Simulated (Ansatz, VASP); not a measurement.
# BN: VASP beside Ansatz

POSCAR

```
BN
1.0
    1.2511217832      0.7223354983      3.3729344033
   -1.2511217832      0.7223354983      3.3729344033
    0.0000000000     -1.4446709966      3.3729344033
N B
1 1
Direct
    0.6672382000      0.6672382000      0.6672382000
    0.0003288000      0.0003288000      0.0003288000
```

The input INCAR.step1:

```
  PREC = Accurate
  ENCUT = 520
  EDIFF = 1E-5
  ISMEAR = -1
  SIGMA = 0.05
  LREAL = False
  LASPH = True
  NELM = 80
  ALGO = Normal
  ISIF = 2
  LWAVE = True
  NBANDS = 11
  GGA = PE
```

INCAR.step2

```
  PREC = Accurate
  ENCUT = 520
  EDIFF = 1E-6
  ISMEAR = -1
  SIGMA = 0.05
  LREAL = False
  LASPH = True
  NELM = 80
  ALGO = Normal
  ISIF = 2
  LWAVE = False
  LCHARG = True
  GGA = PE
  LHFCALC = True
  AEXX = 1.0
  ALDAC = 0.0
  AGGAC = 0.0
  PRECFOCK = Normal
  LELF = True
  LVHAR = True
  NBANDS = 11
  ISTART = 1
```

The input KPOINTS:

```
Automatic mesh
0
Gamma
  6 6 6
```

input.yaml

```yaml
crystal:
  lattice:
    - [1.2511217832, 0.7223354983, 3.3729344033]
    - [-1.2511217832, 0.7223354983, 3.3729344033]
    - [0.0, -1.4446709966, 3.3729344033]
  atoms:
    - { symbol: "N", position: [0.6672382, 0.6672382, 0.6672382] }
    - { symbol: B, position: [0.0003288, 0.0003288, 0.0003288] }
hamiltonian:
  xc: hf
  pseudopotentials: { kind: paw }
kpoints:
  mp_grid: { grid: [6, 6, 6] }
  band_path:
    path:
      - [[0.0, 0.0, 0.0], [0.5, 0.0, 0.0], [0.5, 0.1972419765, -0.1972419765]]
      - [[0.8027580235, 0.5, 0.1972419765], [0.5, 0.5, 0.5], [0.0, 0.0, 0.0], [0.3486209883, 0.0, -0.3486209883]]
      - [[0.6513790117, 0.3486209883, 0.0], [0.5, 0.5, 0.0], [0.6513790117, 0.6513790117, 0.1972419765], [0.5, 0.5, 0.5]]
      - [[0.5, 0.0, 0.0], [0.8027580235, 0.3486209883, 0.3486209883]]
    npoints: 4
scf:
  occupations: { method: fermi_dirac, width: 0.05 }
  n_extra_bands: 6
output:
  forces: true
  stress: true
  eigenvalues: true
  fatbands: false
```

Alike in both runs: functional HF; k mesh 6 × 6 × 6; occupations fermi-dirac, width 0.05 eV; no spin polarisation.

|  | VASP | Ansatz |
| --- | --- | --- |
| version | VASP 6.6.1 | Ansatz 0.2.0 |
| potentials or method | VASP PAW PBE potentials, release 64 (N, B) | Ansatz PAW |
| plane-wave cutoff (eV) | 520 | 420 |
| valence electrons in the cell | 8 | 8 |
| task | single point | band structure |

|  | VASP | Ansatz | Ansatz less VASP |
| --- | --- | --- | --- |
| gap on the k mesh at the Fermi level (eV) | 13.06 | 13.00 | -0.059 |
| least direct gap on the mesh (eV) | 14.11 | 14.05 | -0.053 |
| pressure (GPa) | -1.9 | -2.0 | -0.06 |
| traceless stress, the component that is largest in VASP (GPa) | 5.49 | 6.16 | +0.673 |
| rms of the force components (eV/Å) | 0.006 | 0.006 | -0.0002 |

VASP's potentials were made for PBE, not for HF. Atom by atom the forces differ by 0.000 eV/Å (rms over components). With one functional, cell and mesh, what is left measures potentials, basis and numerics.

The k mesh is coarse, so the values compare programs but aren't converged. Noted on Ansatz's run: the k mesh misses the band edges, so the gap on the mesh is wider than the one along the path.
